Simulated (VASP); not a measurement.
Set up this calculation in VASP 6.6.1, as the native input.

```
Task                   : single point
Functional             : r2SCAN
Potentials or basis    : VASP PAW PBE potentials, release 64 (Pd)
Cutoff                 : 520 eV
k mesh                 : 10 × 10 × 10
Occupations            : fermi-dirac, width 0.05 eV
Spin                   : no spin polarisation
Dipole correction      : no
Further INCAR settings : ALGO = Normal; EDIFF = 1e-06; NBANDS = 11
```

The system is Pd.

```xyz
1
Lattice="-1.5827 1.5827 1.5827 1.5827 -1.5827 1.5827 1.5827 1.5827 -1.5827" Properties=species:S:1:pos:R:3 pbc="T T T"
Pd    0.0000    0.0000    0.0000
```

The input as run:

POSCAR

```
Pd
1.0
   -1.5826937604      1.5826937604      1.5826937604
    1.5826937604     -1.5826937604      1.5826937604
    1.5826937604      1.5826937604     -1.5826937604
Pd
1
Direct
    0.0000000000      0.0000000000      0.0000000000
```

INCAR.step1

```
SYSTEM = Pd
PREC     = Accurate       ! precision mode
ENCUT    = 520            ! plane-wave cutoff, eV
ISMEAR   = -1             ! smearing method
SIGMA    = 0.05           ! smearing width, eV
LREAL    = .FALSE.        ! projectors in reciprocal space
LASPH    = .TRUE.         ! aspherical terms in the spheres
NELM     = 100            ! most SCF steps
NBANDS   = 11             ! bands
GGA      = PE             ! functional
ALGO     = Normal         ! electronic algorithm
EDIFF    = 1E-4           ! SCF threshold, eV
LWAVE    = .TRUE.         ! write WAVECAR
LCHARG   = .FALSE.        ! write CHGCAR
```

INCAR.step2

```
SYSTEM = Pd
PREC     = Accurate       ! precision mode
ENCUT    = 520            ! plane-wave cutoff, eV
EDIFF    = 1E-6           ! SCF threshold, eV
ISMEAR   = -1             ! smearing method
SIGMA    = 0.05           ! smearing width, eV
LREAL    = .FALSE.        ! projectors in reciprocal space
LASPH    = .TRUE.         ! aspherical terms in the spheres
NELM     = 100            ! most SCF steps
ALGO     = Normal         ! electronic algorithm
ISIF     = 2              ! what is computed and relaxed
LWAVE    = .FALSE.        ! write WAVECAR
LCHARG   = .FALSE.        ! write CHGCAR
METAGGA  = R2SCAN         ! meta-GGA
LMIXTAU  = .TRUE.       
NBANDS   = 11             ! bands
ISTART   = 1
```

KPOINTS

```
regular mesh
0
G
  10 10 10
  0 0 0
```

Potentials or basis: VASP PAW PBE potentials, release 64 (Pd).

Run with:

```sh
$ cat potpaw_PBE.64/Pd/POTCAR > POTCAR
$ cp INCAR.step1 INCAR
$ mpirun -np 1 vasp_std > vasp.out
$ cp INCAR.step2 INCAR
$ mpirun -np 1 vasp_std > vasp.out
```

It gave:

```
Pressure               : -7.8 GPa
Band gap on the k mesh : zero (band 5 reaches 9.01 eV, above the bottom of band 6 at 7.52 eV)
```

Caveat: the PAW data sets were made with another functional, which shifts forces and pressure a little.

Run time: 46 s on 1 thread of AMD EPYC 7R13, with other jobs on the host, peak memory 0.1 GiB.
